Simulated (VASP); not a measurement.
Ge, 6 atoms in the cell. The typed cell holds 6 atoms: a = 2.677 Å, b = 4.006 Å, c = 12.332 Å, α = 87.66°, β = 89.58°, γ = 89.68°. 

| Property | Result |
| --- | --- |
| Program | VASP 6.6.1 |
| Task | single point |
| Functional | PBE |
| Potentials or basis | VASP PAW PBE potentials, release 64 (Ge_d) |
| Cutoff | 520 eV |
| k mesh | 8 × 6 × 2 |
| Occupations | gaussian, width 0.2 eV |
| Spin | no spin polarisation |
| Dipole correction | no |
| Further INCAR settings | ALGO = Normal; EDIFF = 1e-06; NBANDS = 51 |

Potentials or basis: VASP PAW PBE potentials, release 64 (Ge_d).

Run with:

```bash
$ cat potpaw_PBE.64/Ge_d/POTCAR > POTCAR
$ mpirun -np 1 vasp_std > vasp.out
```

Hardware: 1 thread of Intel(R) Xeon(R) 6975P-C (Granite Rapids) (shared host).

Problem. How long does it take, and how much memory?

Solution. It took 2.7 min on 1 thread of Intel(R) Xeon(R) 6975P-C (Granite Rapids) (shared host), peak memory 0.37 GiB. Counts: scf iterations 14, k points 52.
